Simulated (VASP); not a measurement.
# BN (Amm2) in VASP: further runs, part 2 of 2

VASP 6.6.1. The steps go on from the part before.

## (5) Single point, LDA

The input, INCAR:

```
SYSTEM = BN
PREC     = Accurate       ! precision mode
ENCUT    = 520            ! plane-wave cutoff, eV
EDIFF    = 1E-7           ! SCF threshold, eV
ISMEAR   = 0              ! smearing method
SIGMA    = 0.05           ! smearing width, eV
LREAL    = .FALSE.        ! projectors in reciprocal space
LASPH    = .TRUE.         ! aspherical terms in the spheres
NELM     = 80             ! most SCF steps
ALGO     = Normal         ! electronic algorithm
ISIF     = 2              ! what is computed and relaxed
LWAVE    = .FALSE.        ! write WAVECAR
LCHARG   = .FALSE.        ! write CHGCAR
NBANDS   = 16             ! bands
```

The input, KPOINTS:

```
Automatic mesh
0
G
  12 12 4
  0 0 0
```

The input, POSCAR:

```
BN
1.0
    2.5039917043      0.0000000000      0.0000000000
   -1.2519958522      2.1685204268      0.0000000000
    0.0000000000      0.0000000000      6.6612000000
B N
2 2
Direct
    0.3333333333      0.6666666667      0.2500000000
    0.6666666667      0.3333333333      0.7500000000
    0.1315828704      0.5657914352      0.7500000000
    0.4649162037      0.2324581019      0.2500000000
```

Potentials or basis: VASP PAW LDA potentials, release 64 (B, N).

The run is started by

```sh
cat potpaw_LDA.64/B/POTCAR potpaw_LDA.64/N/POTCAR > POTCAR
mpirun -np 1 vasp_std > vasp.out
```

OUTCAR:

```text
SYSTEM = BN
   PREC = Accurate
   ENCUT = 520
   EDIFF = 1E-7
   ISMEAR = 0
   LREAL = .FALSE.
   LASPH = .TRUE.
   NELM = 80
   ISIF = 2

 ion  position               nearest neighbor table
   1  0.333  0.667  0.250-   4 1.28   4 1.28   4 1.88
   2  0.667  0.333  0.750-   3 1.01   3 1.71   3 1.71
   3  0.132  0.566  0.750-   2 1.01   2 1.71   2 1.71
   4  0.465  0.232  0.250-   1 1.28   1 1.28   1 1.88

  LATTYP: Found a hexagonal cell.
 ALAT       =     2.5039917043
 C/A-ratio  =     2.6602324555

  Lattice vectors:

 A1 = (   2.5039917043,   0.0000000000,   0.0000000000)
 A2 = (  -1.2519958522,   2.1685204268,   0.0000000000)
 A3 = (   0.0000000000,   0.0000000000,   6.6612000000)

Analysis of symmetry for initial positions (statically):
=====================================================================
 Subroutine PRICEL returns:
 Original cell was already a primitive cell.

 Routine SETGRP: Setting up the symmetry group for a
 hexagonal supercell.

 Subroutine GETGRP returns: Found  4 space group operations
 (whereof  2 operations were pure point group operations)
 out of a pool of 24 trial point group operations.

The static configuration has the point symmetry C_1h.
 The point group associated with its full space group is C_2v.

Analysis of symmetry for dynamics (positions and initial velocities):
=====================================================================
 Subroutine PRICEL returns:
 Original cell was already a primitive cell.

 Routine SETGRP: Setting up the symmetry group for a
 hexagonal supercell.

 Subroutine GETGRP returns: Found  4 space group operations
 (whereof  2 operations were pure point group operations)
 out of a pool of 24 trial point group operations.

The dynamic configuration has the point symmetry C_1h.
 The point group associated with its full space group is C_2v.

 Subroutine INISYM returns: Found  4 space group operations
 (whereof  2 operations are pure point group operations),
 and found     1 'primitive' translations

----------------------------------------------------------------------------------------

                                     Primitive cell

  volume of cell :      36.1700

  direct lattice vectors                    reciprocal lattice vectors
     2.503991704  0.000000000  0.000000000     0.399362345  0.230571958  0.000000000
    -1.251995852  2.168520427  0.000000000     0.000000000  0.461143915  0.000000000
     0.000000000  0.000000000  6.661200000     0.000000000  0.000000000  0.150123101

  length of vectors
     2.503991704  2.503991704  6.661200000     0.461143915  0.461143915  0.150123101

  position of ions in fractional coordinates (direct lattice)
     0.333333333  0.666666667  0.250000000
     0.666666667  0.333333333  0.750000000
     0.131582870  0.565791435  0.750000000
     0.464916204  0.232458102  0.250000000

  ion indices of the primitive-cell ions
   primitive index   ion index
                 1           1
                 2           2
                 3           3
                 4           4

----------------------------------------------------------------------------------------

 KPOINTS: Automatic mesh

Automatic generation of k-mesh.
 Grid dimensions read from file:
 generate k-points for:   12   12    4

 Generating k-lattice:

  Cartesian coordinates                     Fractional coordinates (reciprocal lattice)
     0.033280195  0.019214330  0.000000000     0.083333333 -0.000000000  0.000000000
     0.000000000  0.038428660  0.000000000     0.000000000  0.083333333  0.000000000
     0.000000000  0.000000000  0.037530775     0.000000000  0.000000000  0.250000000

  Length of vectors
     0.038428660  0.038428660  0.037530775

  Shift w.r.t. Gamma in fractional coordinates (k-lattice)
     0.000000000  0.000000000  0.000000000

 Subroutine IBZKPT returns following result:
 ===========================================

 Found    129 irreducible k-points:

 Following reciprocal coordinates:
            Coordinates               Weight
  0.000000  0.000000  0.000000      1.000000
  0.083333  0.000000  0.000000      2.000000
  0.000000  0.083333  0.000000      4.000000
  0.166667  0.000000  0.000000      2.000000
  0.000000  0.166667  0.000000      4.000000
  0.250000  0.000000  0.000000      2.000000
[... 16 lines left out ...]
 -0.083333  0.416667  0.000000      4.000000
 -0.416667  0.333333  0.000000      4.000000
 [... further k-points ...]
   k-points           NKPTS =    129   k-points in BZ     NKDIM =    129   number of bands    NBANDS=     16
   number of dos      NEDOS =    301   number of ions     NIONS =      4
   total plane-waves  NPLWV =  20000
   dimension x,y,z NGX =    20 NGY =   20 NGZ =   50
   dimension x,y,z NGXF=    40 NGYF=   40 NGZF=  100
   ions per type =               2   2
   NGX,Y,Z   is equivalent  to a cutoff of  13.28, 13.28, 12.48 a.u.
   NGXF,Y,Z  is equivalent  to a cutoff of  26.56, 26.56, 24.96 a.u.
 SYSTEM =  BN
   PREC   = accura    normal or accurate (medium, high low for compatibility)
   ISTART =      0    job   : 0-new  1-cont  2-samecut
   ICHARG =      2    charge: 1-file 2-atom 10-const
   ISPIN  =      1    spin polarized calculation?
   LNONCOLLINEAR =      F non collinear calculations
   LSORBIT =      F    spin-orbit coupling
   LASPH  =      T    aspherical Exc in radial PAW
   ENCUT  =  520.0 eV  38.22 Ry    6.18 a.u.   4.66  4.66 12.39*2*pi/ulx,y,z
   NELM   =     80;   NELMIN=  2; NELMDL= -5     # of ELM steps
   EDIFF  = 0.1E-06   stopping-criterion for ELM
   LREAL  =      F    real-space projection
   EDIFFG = 0.1E-05   stopping-criterion for IOM
   NSW    =      0    number of steps for IOM
   IBRION =     -1    ionic relax: 0-MD 1-quasi-New 2-CG
   NFREE  =      0    steps in history (QN), initial steepest desc. (CG)
   ISIF   =      2    stress and relaxation
   ISYM   =      2    0-nonsym 1-usesym 2-fastsym
   POTIM  = 0.5000    time-step for ionic-motion
   TEBEG  =    0.0;   TEEND  =   0.0 temperature during run
   PSTRESS=    0.0 pullay stress
   NELECT =      16.0000    total number of electrons
   NUPDOWN=      -1.0000    fix difference up-down
   EMIN   =  10.00;   EMAX   =-10.00  energy-range for DOS
   EFERMI =   0.00;   METHOD = LEGACY
   ISMEAR =     0;   SIGMA  =   0.05  broadening in eV -4-tet -1-fermi 0-gaus
   EFERMI_NEDOS =   21; number of points for ismear=-14 and -15
   IALGO  =     38    algorithm
   IMIX   =      4    mixing-type and parameters
     AMIX     =   0.40;   BMIX     =  1.00
     AMIX_MAG =   1.60;   BMIX_MAG =  1.00
  volume/ion in A,a.u.               =       9.04        61.02
  Fermi-wavevector in a.u.,A,eV,Ry     =   1.247379  2.357205 21.170055  1.555955
  Thomas-Fermi vector in A             =   2.381514
   LORBIT       =      0    0 simple, 1 ext, 2 COOP (PROOUT), +10 PAW based schemes
   GGA     = CA    functional components
   LHFCALC =     F    Hartree Fock is set to
   AEXX    =    0.0000 exact exchange contribution
   IVDW    =     0    specifies the selected vdW correction
   LEPSILON=     F    determine dielectric tensor
   LRPA    =     F    only Hartree local field effects (RPA)
 non-spin polarized calculation
 Gauss-broadening in eV      SIGMA  =   0.05
  energy-cutoff  :      520.00
  volume of cell :       36.17
 maximum number of plane-waves:       992
   NGX =  9   NGY =  9   NGZ = 25

 number of electron      16.0000003 magnetization

 Free energy of the ion-electron system (eV)
  ---------------------------------------------------
  ext. energy  EPLUGINS =         0.00000000
  ---------------------------------------------------
  free energy    TOTEN  =       -29.27438296 eV

  energy without entropy =      -29.27438296  energy(sigma->0) =      -29.27438296

 E-fermi :   4.0940     XC(G=0): -10.3893

 val. band max:        3.7770903119   @ k =   0.0000   0.0000   0.5000
 cond. band min:       5.3418733760   @ k =   0.0000   0.5000   0.2500
 fundamental gap:      1.5647830641
 Fermi energy:         4.0939603384

 k-point     1 :       0.0000    0.0000    0.0000
  band No.  band energies     occupation
      1     -15.6127      2.00000
      2     -15.1785      2.00000
      3      -4.6575      2.00000
      4      -3.9332      2.00000
      5      -2.7305      2.00000
      6      -2.6582      2.00000
[... 8 lines left out ...]
     15      15.9874      0.00000
     16      19.0889      0.00000
[... 419 lines left out ...]
 k-point    24 :      -0.4167    0.3333    0.0000
  band No.  band energies     occupation
      1     -13.5511      2.00000
      2     -13.2314      2.00000
      3      -6.6587      2.00000
      4      -5.3352      2.00000
      5      -1.5510      2.00000
      6      -1.4279      2.00000
[... 8 lines left out ...]
     15      16.6894      0.00000
     16      19.3931      0.00000

 [... further k-points ...]
[... 5 lines left out ...]
  --------------------------------------------------------------------------------------
  -------------------------------------------------------------------------------------
  Total       35.0334278     17.3862460     -0.2444423     15.2829077      0.0000000      0.0000000
  in kB     1551.8306964    770.1361797    -10.8277469    676.9673095      0.0000000      0.0000000
  external PRESSURE =     770.3797097 kB  Pullay stress =       0.0000000 kB

 VOLUME and BASIS-vectors are now :
 -----------------------------------------------------------------------------
  energy-cutoff  :      520.00
  volume of cell :       36.17
      direct lattice vectors                 reciprocal lattice vectors
     2.503991704  0.000000000  0.000000000     0.399362345  0.230571958  0.000000000
    -1.251995852  2.168520427  0.000000000     0.000000000  0.461143915  0.000000000
     0.000000000  0.000000000  6.661200000     0.000000000  0.000000000  0.150123101

 POSITION                                       TOTAL-FORCE (eV/Angst)
 -----------------------------------------------------------------------------------
     -0.00000      1.44568      1.66530        -4.561238     -2.633432      0.000000
      1.25200      0.72284      4.99590       -42.312491    -24.429128      0.000000
     -0.37889      1.22693      4.99590        42.324017     24.435782      0.000000
      0.87311      0.50409      1.66530         4.549712      2.626777      0.000000
 -----------------------------------------------------------------------------------
    total drift:                                0.000230      0.000137      0.000000

  FREE ENERGIE OF THE ION-ELECTRON SYSTEM (eV)
  ---------------------------------------------------
  free  energy   TOTEN  =       -29.2743829624 eV

  energy  without entropy=      -29.2743829624  energy(sigma->0) =      -29.27438296
```

Wall time 55 s (1 thread of Intel Xeon 6975P-C, shared host); peak memory 0.18 GiB.

What came out:

| Item | Value |
| --- | --- |
| Free energy | -29.2744 eV |
| Pressure | 77.0 GPa |
| Largest force | 48.872 eV/Å |
| Band gap on the k mesh | 1.56 eV, indirect (least direct gap 3.09 eV) |

Forces on the atoms (eV/Å):
```
B    -4.561  -2.633   0.000
B   -42.312 -24.429   0.000
N    42.324  24.436   0.000
N     4.550   2.627   0.000
```

Caveat: the cell differs from its parent crystal (all N atoms moved +0.438 Å, as atom 3 towards its neighbour atom 2 (B) at 1.446 Å); forces of over 1 eV/Å act on the atoms, so gaps and moduli don't describe the material at rest. A k mesh can miss the band edges.
